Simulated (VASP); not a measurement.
# CaO (Fm-3m) in VASP: elastic constants with PBE

Aim: the elastic constants of CaO with PBE.

Everything below comes from runs of VASP 6.6.1. Logs are shortened: lines on timing, memory, paths and dates and some standing lists are left out, and cuts for length are marked.

## 1. The cell of the first run

The structure is cubic, space group Fm-3m (No. 225). The conventional cell has a = 4.828 Å, b = 4.828 Å, c = 4.828 Å, α = 90.00°, β = 90.00°, γ = 90.00°. Within 3.2 Å of Ca (site symmetry m-3m) lie 6 O at 2.41 Å. Within 3.2 Å of O (site symmetry m-3m) lie 6 Ca at 2.41 Å.

## 2. Elastic constants, PBE

Input file INCAR:

```
ALGO     = Normal         # electronic algorithm
EDIFF    = 1E-8           # SCF threshold, eV
ENCUT    = 600            # plane-wave cutoff, eV
GGA      = PE             # functional
IBRION   = 6              # ionic algorithm
ISIF     = 3              # what is computed and relaxed
ISMEAR   = 0              # smearing method
LASPH    = T              # aspherical terms in the spheres
LCHARG   = T              # write CHGCAR
LREAL    = F              # projectors in reciprocal space
LWAVE    = F              # write WAVECAR
NELM     = 60             # most SCF steps
NFREE    = 2            
NSW      = 1              # ionic steps
POTIM    = 0.015          # step
PREC     = Accurate       # precision mode
SIGMA    = 0.01           # smearing width, eV
```

Input file KPOINTS:

```
k-points
0
Gamma
  8 8 8
```

Input file POSCAR:

```
CaO
1.0
    0.0000000000      2.4140000000      2.4140000000
    2.4140000000      0.0000000000      2.4140000000
    2.4140000000      2.4140000000      0.0000000000
Ca O
1 1
Direct
    0.0000000000      0.0000000000      0.0000000000
    0.5000000000      0.5000000000      0.5000000000
```

Potentials or basis: VASP PAW PBE potentials, release 64 (Ca_sv, O).

Started as:

```console
> cat potpaw_PBE.64/Ca_sv/POTCAR potpaw_PBE.64/O/POTCAR > POTCAR
> mpirun -np 1 vasp_std > vasp.out
```

OUTCAR:

```text
EDIFF = 1E-8
   ENCUT = 600
   GGA = PE
   IBRION = 6
   ISIF = 3
   ISMEAR = 0
   LASPH = T
   LREAL = F
   NELM = 60
   NFREE = 2
   NSW = 1
   POTIM = 0.015
   PREC = Accurate

 ion  position               nearest neighbor table
   1  0.000  0.000  0.000-   2 2.41   2 2.41   2 2.41   2 2.41   2 2.41   2 2.41
   2  0.500  0.500  0.500-   1 2.41   1 2.41   1 2.41   1 2.41   1 2.41   1 2.41

  LATTYP: Found a face centered cubic cell.
 ALAT       =     4.8280000000

  Lattice vectors:

 A1 = (   0.0000000000,   2.4140000000,   2.4140000000)
 A2 = (   2.4140000000,   0.0000000000,   2.4140000000)
 A3 = (   2.4140000000,   2.4140000000,   0.0000000000)

Analysis of symmetry for initial positions (statically):
=====================================================================
 Subroutine PRICEL returns:
 Original cell was already a primitive cell.

 Routine SETGRP: Setting up the symmetry group for a
 face centered cubic supercell.

 Subroutine GETGRP returns: Found 48 space group operations
 (whereof 48 operations were pure point group operations)
 out of a pool of 48 trial point group operations.

The static configuration has the point symmetry O_h .

Analysis of symmetry for dynamics (positions and initial velocities):
=====================================================================
 Subroutine PRICEL returns:
 Original cell was already a primitive cell.

 Routine SETGRP: Setting up the symmetry group for a
 face centered cubic supercell.

 Subroutine GETGRP returns: Found 48 space group operations
 (whereof 48 operations were pure point group operations)
 out of a pool of 48 trial point group operations.

The dynamic configuration has the point symmetry O_h .

 Subroutine INISYM returns: Found 48 space group operations
 (whereof 48 operations are pure point group operations),
 and found     1 'primitive' translations

----------------------------------------------------------------------------------------

                                     Primitive cell

  volume of cell :      28.1347

  direct lattice vectors                    reciprocal lattice vectors
     0.000000000  2.414000000  2.414000000    -0.207125104  0.207125104  0.207125104
     2.414000000  0.000000000  2.414000000     0.207125104 -0.207125104  0.207125104
     2.414000000  2.414000000  0.000000000     0.207125104  0.207125104 -0.207125104

  length of vectors
     3.413911540  3.413911540  3.413911540     0.358751203  0.358751203  0.358751203

  position of ions in fractional coordinates (direct lattice)
     0.000000000  0.000000000  0.000000000
     0.500000000  0.500000000  0.500000000

  ion indices of the primitive-cell ions
   primitive index   ion index
                 1           1
                 2           2

----------------------------------------------------------------------------------------

 KPOINTS: k-points

Automatic generation of k-mesh.
 Grid dimensions read from file:
 generate k-points for:    8    8    8

 Generating k-lattice:

  Cartesian coordinates                     Fractional coordinates (reciprocal lattice)
    -0.025890638  0.025890638  0.025890638     0.125000000  0.000000000  0.000000000
     0.025890638 -0.025890638  0.025890638     0.000000000  0.125000000  0.000000000
     0.025890638  0.025890638 -0.025890638     0.000000000  0.000000000  0.125000000

  Length of vectors
     0.044843900  0.044843900  0.044843900

  Shift w.r.t. Gamma in fractional coordinates (k-lattice)
     0.000000000  0.000000000  0.000000000

 Subroutine IBZKPT returns following result:
 ===========================================

 Found     29 irreducible k-points:

 Following reciprocal coordinates:
            Coordinates               Weight
  0.000000  0.000000  0.000000      1.000000
  0.125000  0.000000  0.000000      8.000000
[... 62 lines left out ...]
  volume/ion in A,a.u.               =      14.07        94.93
  Fermi-wavevector in a.u.,A,eV,Ry     =   1.356337  2.563105 25.029953  1.839650
  Thomas-Fermi vector in A             =   2.483349
   LORBIT       =      0    0 simple, 1 ext, 2 COOP (PROOUT), +10 PAW based schemes
   GGA     = PE    functional components
   LHFCALC =     F    Hartree Fock is set to
   AEXX    =    0.0000 exact exchange contribution
   IVDW    =     0    specifies the selected vdW correction
   LEPSILON=     F    determine dielectric tensor
   LRPA    =     F    only Hartree local field effects (RPA)
 finite differences with symmetry
 non-spin polarized calculation
 Gauss-broadening in eV      SIGMA  =   0.01
  energy-cutoff  :      600.00
  volume of cell :       28.13
 maximum number of plane-waves:       960
   NGX = 13   NGY = 13   NGZ = 13

--------------------------------------- Ionic step        1  -------------------------------------------

 number of electron      15.9999999 magnetization

 Free energy of the ion-electron system (eV)
  ---------------------------------------------------
  ext. energy  EPLUGINS =         0.00000000
  ---------------------------------------------------
  free energy    TOTEN  =       -12.80734713 eV

  energy without entropy =      -12.80734713  energy(sigma->0) =      -12.80734713

------------------------ aborting loop because EDIFF is reached ----------------------------------------

  FORCE on cell =-STRESS in cart. coord.  units (eV):
  Direction    XX          YY          ZZ          XY          YZ          ZX
  --------------------------------------------------------------------------------------
  -------------------------------------------------------------------------------------
  Total        0.1129432      0.1129432      0.1129432     -0.0000000     -0.0000000      0.0000000
  in kB        6.4317483      6.4317483      6.4317483     -0.0000000     -0.0000000      0.0000000
  external PRESSURE =       6.4317483 kB  Pullay stress =       0.0000000 kB
[... 89 lines left out ...]
  FREE ENERGIE OF THE ION-ELECTRON SYSTEM (eV)
  ---------------------------------------------------
  free  energy   TOTEN  =       -12.8012551640 eV

  energy  without entropy=      -12.8012551640  energy(sigma->0) =      -12.80125516

[... ionic steps 4 to 14 ...]

--------------------------------------- Ionic step       15  -------------------------------------------

 number of electron      15.9999999 magnetization

------------------------ aborting loop because EDIFF is reached ----------------------------------------
[... 67 lines left out ...]
--------------------------------------- Ionic step       17  -------------------------------------------

 number of electron      16.0000000 magnetization

 Free energy of the ion-electron system (eV)
  ---------------------------------------------------
  ext. energy  EPLUGINS =         0.00000000
  ---------------------------------------------------
  free energy    TOTEN  =       -12.80702071 eV

  energy without entropy =      -12.80702071  energy(sigma->0) =      -12.80702071

 E-fermi :   2.3687     XC(G=0): -10.4100

 val. band max:        2.2716297734   @ k =   0.0000   0.0000   0.0000
 cond. band min:       5.9128273393   @ k =   0.0000   0.5000   0.5000
 fundamental gap:      3.6411975659
 Fermi energy:         2.3687473919

 k-point     1 :       0.0000    0.0000    0.0000
  band No.  band energies     occupation
      1     -35.4182      2.00000
      2     -16.1921      2.00000
      3     -16.1919      2.00000
      4     -16.1919      2.00000
      5     -13.2342      2.00000
      6       2.2716      2.00000
      7       2.2716      2.00000
      8       2.2716      2.00000
      9       6.8780      0.00000
     10       8.4659      0.00000
     11       8.4668      0.00000
     12       8.4668      0.00000
[... 331 lines left out ...]
 k-point    24 :      -0.3750    0.2500    0.1250
  band No.  band energies     occupation
      1     -35.3064      2.00000
      2     -17.0322      2.00000
      3     -16.4202      2.00000
      4     -16.3119      2.00000
      5     -12.3572      2.00000
      6       0.2428      2.00000
      7       1.1573      2.00000
      8       1.2355      2.00000
      9       8.9670      0.00000
     10       9.0490      0.00000
     11      10.9505      0.00000
     12      11.1104      0.00000

 [... further k-points ...]
[... 5 lines left out ...]
  --------------------------------------------------------------------------------------
  -------------------------------------------------------------------------------------
  Total        0.1183507      0.1125516      0.1125516     -0.0000000      0.0000000      0.0000000
  in kB        6.7396834      6.4094458      6.4094458     -0.0000000      0.0000000      0.0000000
  external PRESSURE =       6.5195250 kB  Pullay stress =       0.0000000 kB
[... 17 lines left out ...]
  FREE ENERGIE OF THE ION-ELECTRON SYSTEM (eV)
  ---------------------------------------------------
  free  energy   TOTEN  =       -12.8070207117 eV

  energy  without entropy=      -12.8070207117  energy(sigma->0) =      -12.80702071

 INTERNAL STRAIN TENSORS FROM STRAINED CELLS
 ============================================

 INTERNAL STRAIN TENSOR FOR ION    1 for displacements in x,y,z  (eV/Angst):
          X           Y           Z          XY          YZ          ZX
  --------------------------------------------------------------------------------
  x     0.00000    -0.00000    -0.00000     0.00000    -0.00000    -0.00000
  y     0.00000     0.00000     0.00000     0.00000    -0.00000    -0.00000
  z    -0.00000     0.00000     0.00000     0.00000    -0.00000     0.00000

 INTERNAL STRAIN TENSORS FROM DISPLACED ATOMS
 ============================================

 INTERNAL STRAIN TENSOR FOR ION    1 for displacements in x,y,z  (eV/Angst):
          X           Y           Z          XY          YZ          ZX
  --------------------------------------------------------------------------------
  x     0.00000     0.00000     0.00000     0.00000     0.00000     0.00000
  y     0.00000     0.00000     0.00000     0.00000     0.00000     0.00000
  z     0.00000     0.00000     0.00000     0.00000     0.00000     0.00000

 INTERNAL STRAIN TENSOR FOR ION    2 for displacements in x,y,z  (eV/Angst):
          X           Y           Z          XY          YZ          ZX
  --------------------------------------------------------------------------------
  x     0.00000     0.00000     0.00000     0.00000     0.00000     0.00000
  y     0.00000     0.00000     0.00000     0.00000     0.00000     0.00000
  z     0.00000     0.00000     0.00000     0.00000     0.00000     0.00000

 Eigenvectors and eigenvalues of the dynamical matrix
 ----------------------------------------------------

   1 f  =    7.889963 THz    49.574098 2PiTHz  263.180827 cm-1    32.630249 meV
             X         Y         Z           dx          dy          dz
      0.000000  0.000000  0.000000     0.000000    0.534205    0.000000
      2.414000  2.414000  2.414000     0.000000   -0.845355    0.000000
[... 21 lines left out ...]
   6 f/i=    0.000510 THz     0.003203 2PiTHz    0.017007 cm-1     0.002109 meV
             X         Y         Z           dx          dy          dz
      0.000000  0.000000  0.000000     0.000000    0.000000    0.845355
      2.414000  2.414000  2.414000     0.000000    0.000000    0.534205

--------------------------------------------------------------------------------------------------------

 ELASTIC MODULI CONTR FROM IONIC RELAXATION (kBar)
 Direction    XX          YY          ZZ          XY          YZ          ZX
 --------------------------------------------------------------------------------
 XX           0.0000      0.0000      0.0000      0.0000      0.0000      0.0000
 YY           0.0000      0.0000      0.0000      0.0000      0.0000      0.0000
 ZZ           0.0000      0.0000      0.0000      0.0000      0.0000      0.0000
 XY           0.0000      0.0000      0.0000      0.0000      0.0000      0.0000
 YZ           0.0000      0.0000      0.0000      0.0000      0.0000      0.0000
 ZX           0.0000      0.0000      0.0000      0.0000      0.0000      0.0000
 --------------------------------------------------------------------------------

 TOTAL ELASTIC MODULI (kBar)
 Direction    XX          YY          ZZ          XY          YZ          ZX
 --------------------------------------------------------------------------------
 XX        2087.8847    569.3780    569.3780      0.0000     -0.0000      0.0000
 YY         569.3780   2087.8847    569.3780      0.0000      0.0000      0.0000
 ZZ         569.3780    569.3780   2087.8847      0.0000      0.0000      0.0000
 XY           0.0000      0.0000      0.0000    751.5524     -0.0000     -0.0000
 YZ          -0.0000      0.0000      0.0000     -0.0000    751.5524     -0.0000
 ZX           0.0000      0.0000      0.0000     -0.0000     -0.0000    751.5524
 --------------------------------------------------------------------------------
```

Wall time 5.6 min (1 thread of Intel Xeon Platinum 8488C (Sapphire Rapids), shared host); peak memory 0.26 GiB.

What came out:

```yaml
Elastic_constants_C11_C12_C44: 209, 57, 75 GPa
Voigt_bulk_modulus: 108 GPa
Highest_phonon_frequency_at_Γ_LO-TO_splitting_left_out: 263 cm⁻¹
```

Phonon frequencies in cm⁻¹ (negative: imaginary):
```csv
q point,frequencies
"(0.000, 0.000, 0.000)",0 0 0 263 263 263
```

Elastic tensor in Voigt notation (GPa, in the Cartesian axes of the cell as first typed):
```
209  57  57   0   0   0
 57 209  57   0   0   0
 57  57 209   0   0   0
  0   0   0  75   0   0
  0   0   0   0  75   0
  0   0   0   0   0  75
```

Clamped-ion elastic tensor (GPa):
```
209  57  57   0   0   0
 57 209  57   0   0   0
 57  57 209   0   0   0
  0   0   0  75   0   0
  0   0   0   0  75   0
  0   0   0   0   0  75
```
